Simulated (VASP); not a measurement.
# BP (F-43m) in VASP: settings compared

Aim: see how the results for BP move with the level of theory and the settings. Levels: revPBE, BLYP+D3(BJ). Tasks: single point.

Program: VASP 6.6.1. These are calculated values, not measurements. Logs are shortened: lines on timing, memory, paths and dates and some standing lists are left out, and cuts for length are marked.

## Step 1: The cell of the first run

The structure is cubic, space group F-43m (No. 216). The conventional cell has a = 4.568 Å, b = 4.568 Å, c = 4.568 Å, α = 90.00°, β = 90.00°, γ = 90.00°. P (site symmetry -43m) has 4 B at 1.98 Å within 2.6 Å. Within 2.6 Å of B (site symmetry -43m) lie 4 P at 1.98 Å.

## Step 2: Single point, revPBE

Contents of INCAR:

```
SYSTEM = BP
PREC     = Accurate       ! precision mode
ENCUT    = 520            ! plane-wave cutoff, eV
EDIFF    = 1E-6           ! SCF threshold, eV
ISMEAR   = -1             ! smearing method
SIGMA    = 0.05           ! smearing width, eV
LREAL    = .False.        ! projectors in reciprocal space
LASPH    = .True.         ! aspherical terms in the spheres
NELM     = 100            ! most SCF steps
ALGO     = Normal         ! electronic algorithm
ISIF     = 2              ! what is computed and relaxed
LWAVE    = .False.        ! write WAVECAR
LCHARG   = .True.         ! write CHGCAR
GGA      = RE             ! functional
LELF     = .True.         ! ELF
LVHAR    = .True.       
NBANDS   = 11             ! bands
```

Contents of KPOINTS:

```
regular mesh
0
Gamma
  10 10 10
  0 0 0
```

Contents of POSCAR:

```
BP
1.0
    0.0000000000      2.2840269280      2.2840269280
    2.2840269280      0.0000000000      2.2840269280
    2.2840269280      2.2840269280      0.0000000000
P B
1 1
Direct
    0.7500000000      0.7500000000      0.7500000000
    0.0000000000      0.0000000000      0.0000000000
```

Potentials or basis: VASP PAW PBE potentials, release 64 (P, B).

Run with:

```sh
> cat potpaw_PBE.64/P/POTCAR potpaw_PBE.64/B/POTCAR > POTCAR
> mpirun -np 1 vasp_std > vasp.out
```

OUTCAR:

```text
SYSTEM = BP
   PREC = Accurate
   ENCUT = 520
   EDIFF = 1E-6
   ISMEAR = -1
   LREAL = .False.
   LASPH = .True.
   NELM = 100
   ISIF = 2
   GGA = RE

 ion  position               nearest neighbor table
   1  0.750  0.750  0.750-   2 1.98   2 1.98   2 1.98   2 1.98
   2  0.000  0.000  0.000-   1 1.98   1 1.98   1 1.98   1 1.98

  LATTYP: Found a face centered cubic cell.
 ALAT       =     4.5680538560

  Lattice vectors:

 A1 = (   0.0000000000,   2.2840269280,   2.2840269280)
 A2 = (   2.2840269280,   0.0000000000,   2.2840269280)
 A3 = (   2.2840269280,   2.2840269280,   0.0000000000)

Analysis of symmetry for initial positions (statically):
=====================================================================
 Subroutine PRICEL returns:
 Original cell was already a primitive cell.

 Routine SETGRP: Setting up the symmetry group for a
 face centered cubic supercell.

 Subroutine GETGRP returns: Found 24 space group operations
 (whereof 24 operations were pure point group operations)
 out of a pool of 48 trial point group operations.

The static configuration has the point symmetry T_d .

Analysis of symmetry for dynamics (positions and initial velocities):
=====================================================================
 Subroutine PRICEL returns:
 Original cell was already a primitive cell.

 Routine SETGRP: Setting up the symmetry group for a
 face centered cubic supercell.

 Subroutine GETGRP returns: Found 24 space group operations
 (whereof 24 operations were pure point group operations)
 out of a pool of 48 trial point group operations.

The dynamic configuration has the point symmetry T_d .

 Subroutine INISYM returns: Found 24 space group operations
 (whereof 24 operations are pure point group operations),
 and found     1 'primitive' translations

----------------------------------------------------------------------------------------

                                     Primitive cell

  volume of cell :      23.8305

  direct lattice vectors                    reciprocal lattice vectors
     0.000000000  2.284026928  2.284026928    -0.218911605  0.218911605  0.218911605
     2.284026928  0.000000000  2.284026928     0.218911605 -0.218911605  0.218911605
     2.284026928  2.284026928  0.000000000     0.218911605  0.218911605 -0.218911605

  length of vectors
     3.230101858  3.230101858  3.230101858     0.379166022  0.379166022  0.379166022

  position of ions in fractional coordinates (direct lattice)
     0.750000000  0.750000000  0.750000000
     0.000000000  0.000000000  0.000000000

  ion indices of the primitive-cell ions
   primitive index   ion index
                 1           1
                 2           2

----------------------------------------------------------------------------------------

 KPOINTS: regular mesh

Automatic generation of k-mesh.
 Grid dimensions read from file:
 generate k-points for:   10   10   10

 Generating k-lattice:

  Cartesian coordinates                     Fractional coordinates (reciprocal lattice)
    -0.021891160  0.021891160  0.021891160     0.100000000  0.000000000  0.000000000
     0.021891160 -0.021891160  0.021891160     0.000000000  0.100000000  0.000000000
     0.021891160  0.021891160 -0.021891160     0.000000000  0.000000000  0.100000000

  Length of vectors
     0.037916602  0.037916602  0.037916602

  Shift w.r.t. Gamma in fractional coordinates (k-lattice)
     0.000000000  0.000000000  0.000000000

 Subroutine IBZKPT returns following result:
 ===========================================

 Found     47 irreducible k-points:

 Following reciprocal coordinates:
            Coordinates               Weight
  0.000000  0.000000  0.000000      1.000000
  0.100000  0.000000  0.000000      8.000000
  0.200000  0.000000  0.000000      8.000000
  0.300000  0.000000  0.000000      8.000000
  0.400000  0.000000  0.000000      8.000000
  0.500000  0.000000  0.000000      4.000000
[... 16 lines left out ...]
  0.300000  0.300000  0.000000      6.000000
  0.400000  0.300000  0.000000     24.000000
 [... further k-points ...]
   k-points           NKPTS =     47   k-points in BZ     NKDIM =     47   number of bands    NBANDS=     11
   number of dos      NEDOS =    301   number of ions     NIONS =      2
   total plane-waves  NPLWV =  13824
   dimension x,y,z NGX =    24 NGY =   24 NGZ =   24
   dimension x,y,z NGXF=    48 NGYF=   48 NGZF=   48
   ions per type =               1   1
   NGX,Y,Z   is equivalent  to a cutoff of  12.35, 12.35, 12.35 a.u.
   NGXF,Y,Z  is equivalent  to a cutoff of  24.70, 24.70, 24.70 a.u.
 SYSTEM =  BP
   PREC   = accura    normal or accurate (medium, high low for compatibility)
   ISTART =      0    job   : 0-new  1-cont  2-samecut
   ICHARG =      2    charge: 1-file 2-atom 10-const
   ISPIN  =      1    spin polarized calculation?
   LNONCOLLINEAR =      F non collinear calculations
   LSORBIT =      F    spin-orbit coupling
   LASPH  =      T    aspherical Exc in radial PAW
   ENCUT  =  520.0 eV  38.22 Ry    6.18 a.u.   6.01  6.01  6.01*2*pi/ulx,y,z
   NELM   =    100;   NELMIN=  2; NELMDL= -5     # of ELM steps
   EDIFF  = 0.1E-05   stopping-criterion for ELM
   LREAL  =      F    real-space projection
   EDIFFG = 0.1E-04   stopping-criterion for IOM
   NSW    =      0    number of steps for IOM
   IBRION =     -1    ionic relax: 0-MD 1-quasi-New 2-CG
   NFREE  =      0    steps in history (QN), initial steepest desc. (CG)
   ISIF   =      2    stress and relaxation
   ISYM   =      2    0-nonsym 1-usesym 2-fastsym
   POTIM  = 0.5000    time-step for ionic-motion
   TEBEG  =    0.0;   TEEND  =   0.0 temperature during run
   PSTRESS=    0.0 pullay stress
   NELECT =       8.0000    total number of electrons
   NUPDOWN=      -1.0000    fix difference up-down
   EMIN   =  10.00;   EMAX   =-10.00  energy-range for DOS
[... 5 lines left out ...]
     AMIX     =   0.40;   BMIX     =  1.00
     AMIX_MAG =   1.60;   BMIX_MAG =  1.00
  volume/ion in A,a.u.               =      11.92        80.41
  Fermi-wavevector in a.u.,A,eV,Ry     =   1.137785  2.150102 17.613492  1.294555
  Thomas-Fermi vector in A             =   2.274490
   LORBIT       =      0    0 simple, 1 ext, 2 COOP (PROOUT), +10 PAW based schemes
   GGA     = RE    functional components
   LHFCALC =     F    Hartree Fock is set to
   AEXX    =    0.0000 exact exchange contribution
   IVDW    =     0    specifies the selected vdW correction
   LEPSILON=     F    determine dielectric tensor
   LRPA    =     F    only Hartree local field effects (RPA)
 non-spin polarized calculation
  energy-cutoff  :      520.00
  volume of cell :       23.83
 maximum number of plane-waves:       656
   NGX = 13   NGY = 13   NGZ = 13

 number of electron       7.9999999 magnetization

 Free energy of the ion-electron system (eV)
  ---------------------------------------------------
  ext. energy  EPLUGINS =         0.00000000
  ---------------------------------------------------
  free energy    TOTEN  =       -12.38622604 eV

  energy without entropy =      -12.38622600  energy(sigma->0) =      -12.38622602

 E-fermi :   7.8863     XC(G=0): -10.7694

 val. band max:        7.2680060364   @ k =   0.0000   0.0000   0.0000
 cond. band min:       8.5414430528   @ k =   0.4000   0.4000   0.0000
 fundamental gap:      1.2734370164
 Fermi energy:         7.8862858181

 k-point     1 :       0.0000    0.0000    0.0000
  band No.  band energies     occupation
      1      -8.0317      2.00000
      2       7.2680      1.99999
      3       7.2680      1.99999
      4       7.2680      1.99999
      5      10.6344      0.00000
      6      10.6344      0.00000
      7      10.6344      0.00000
      8      14.3722      0.00000
      9      18.7566      0.00000
     10      19.2728      0.00000
     11      19.2728      0.00000

 k-point     2 :       0.1000    0.0000    0.0000
  band No.  band energies     occupation
      1      -7.8544      2.00000
      2       5.9763      2.00000
      3       6.9776      2.00000
      4       6.9776      2.00000
      5      11.0366      0.00000
      6      11.0366      0.00000
      7      11.0587      0.00000
      8      14.9152      0.00000
      9      18.6180      0.00000
     10      18.6180      0.00000
     11      19.3146      0.00000

 k-point     3 :       0.2000    0.0000    0.0000
  band No.  band energies     occupation
      1      -7.3295      2.00000
      2       3.6612      2.00000
      3       6.4258      2.00000
      4       6.4258      2.00000
      5      11.2263      0.00000
      6      11.7496      0.00000
      7      11.7496      0.00000
      8      16.1569      0.00000
      9      18.0366      0.00000
     10      18.0366      0.00000
     11      20.1542      0.00000

 k-point     4 :       0.3000    0.0000    0.0000
  band No.  band energies     occupation
      1      -6.4878      2.00000
      2       1.3346      2.00000
      3       5.9425      2.00000
      4       5.9425      2.00000
      5      11.1117      0.00000
      6      12.0867      0.00000
      7      12.0867      0.00000
      8      17.1660      0.00000
      9      18.5998      0.00000
     10      18.5998      0.00000
     11      20.3776      0.00000
[... 239 lines left out ...]
 k-point    22 :      -0.2000    0.2000    0.0000
  band No.  band energies     occupation
      1      -6.2010      2.00000
      2       2.0551      2.00000
      3       3.1701      2.00000
      4       6.0389      2.00000
      5      11.6982      0.00000
      6      12.5296      0.00000
      7      13.5796      0.00000
      8      15.5050      0.00000
      9      16.7253      0.00000
     10      20.7873      0.00000
     11      22.8751      0.00000

 k-point    23 :       0.3000    0.3000    0.0000
  band No.  band energies     occupation
      1      -5.9514      2.00000
      2       2.4396      2.00000
      3       4.1009      2.00000
      4       4.1009      2.00000
      5       8.8157      0.00000
      6      11.2003      0.00000
      7      16.0225      0.00000
      8      16.0225      0.00000
      9      20.1207      0.00000
     10      21.4939      0.00000
     11      23.6683      0.00000

 k-point    24 :       0.4000    0.3000    0.0000
  band No.  band energies     occupation
      1      -5.1416      2.00000
      2       1.1327      2.00000
      3       3.2903      2.00000
      4       3.8105      2.00000
      5       9.1028      0.00000
      6      10.9121      0.00000
      7      16.6191      0.00000
      8      16.6427      0.00000
      9      21.1085      0.00000
     10      22.3574      0.00000
     11      24.1254      0.00000

 [... further k-points ...]
[... 5 lines left out ...]
  --------------------------------------------------------------------------------------
  -------------------------------------------------------------------------------------
  Total       -0.0495687     -0.0495687     -0.0495687      0.0000000      0.0000000     -0.0000000
  in kB       -3.3326121     -3.3326121     -3.3326121      0.0000000      0.0000000     -0.0000000
  external PRESSURE =      -3.3326121 kB  Pullay stress =       0.0000000 kB

 VOLUME and BASIS-vectors are now :
 -----------------------------------------------------------------------------
  energy-cutoff  :      520.00
  volume of cell :       23.83
      direct lattice vectors                 reciprocal lattice vectors
     0.000000000  2.284026928  2.284026928    -0.218911605  0.218911605  0.218911605
     2.284026928  0.000000000  2.284026928     0.218911605 -0.218911605  0.218911605
     2.284026928  2.284026928  0.000000000     0.218911605  0.218911605 -0.218911605

 POSITION                                       TOTAL-FORCE (eV/Angst)
 -----------------------------------------------------------------------------------
      3.42604      3.42604      3.42604         0.000000      0.000000      0.000000
      0.00000      0.00000      0.00000        -0.000000     -0.000000     -0.000000
 -----------------------------------------------------------------------------------
    total drift:                               -0.000000     -0.000000     -0.000000

  FREE ENERGIE OF THE ION-ELECTRON SYSTEM (eV)
  ---------------------------------------------------
  free  energy   TOTEN  =       -12.3862260412 eV

  energy  without entropy=      -12.3862260043  energy(sigma->0) =      -12.38622602
```

Run time: 5.4 s. Hardware: 1 thread of Intel Xeon 6975P-C, shared host; peak memory 0.14 GiB.

Results:

| Item | Value |
| --- | --- |
| Free energy | -12.3862 eV |
| Pressure | -0.3 GPa |
| Band gap on the k mesh | 1.27 eV, indirect (least direct gap 3.37 eV) |

Caveat: the PAW data sets were made with another functional, which shifts forces and pressure a little. A k mesh can miss the band edges.

## Step 3: Single point, BLYP+D3(BJ)

This run uses another cell than the first one, of 11.45 Å³/atom, 0.961 times its volume.

Contents of INCAR:

```
PREC = Accurate ; ENCUT = 520
EDIFF = 1E-6 ; ISMEAR = -1
SIGMA = 0.05 ; LREAL = F
LASPH = T ; NELM = 80
ALGO = Normal ; ISIF = 2
LWAVE = F ; LCHARG = F
GGA = B5 ; ALDAX = 1.0
AGGAX = 1.0 ; AGGAC = 1.0
ALDAC = 0.0 ; IVDW = 12
VDW_S6 = 1.0 ; VDW_S8 = 2.6996
VDW_A1 = 0.4298 ; VDW_A2 = 4.2359
NBANDS = 11
```

Contents of KPOINTS:

```
regular mesh
0
Gamma
  10 10 10
```

Contents of POSCAR:

```
BP
1.0
    0.0000000000      2.2537713532      2.2537713532
    2.2537713532      0.0000000000      2.2537713532
    2.2537713532      2.2537713532      0.0000000000
P B
1 1
Direct
    0.7500000000      0.7500000000      0.7500000000
    0.0000000000      0.0000000000      0.0000000000
```

Potentials or basis: VASP PAW PBE potentials, release 64 (P, B).

Run with:

```sh
> cat potpaw_PBE.64/P/POTCAR potpaw_PBE.64/B/POTCAR > POTCAR
> mpirun -np 1 vasp_std > vasp.out
```

Run time: 9.4 s. Hardware: 1 thread of Intel Xeon 6975P-C, shared host; peak memory 0.15 GiB.

Results (log left out):

```
Free energy                : -12.9413 eV
Pressure                   : -0.4 GPa
Band gap on the k mesh     : 1.51 eV, indirect (least direct gap 3.61 eV)
Dispersion energy per atom : -0.700 eV
```

Levels at points of the mesh, in eV from the valence-band top:
```
           k point  band 2  band 3  band 4  band 5  band 6  band 7
(0.00, 0.00, 0.00)    0.00    0.00    0.00    3.61    3.61    3.61
(0.50, 0.00, 0.00)   -8.97   -1.74   -1.74    4.08    4.96    4.96
(0.50, 0.50, 0.00)   -8.54   -4.08   -4.08    1.62    1.96   12.38
```

Caveat: the PAW data sets were made with another functional, which shifts forces and pressure a little. A k mesh can miss the band edges.

[end of part 1 of 2]
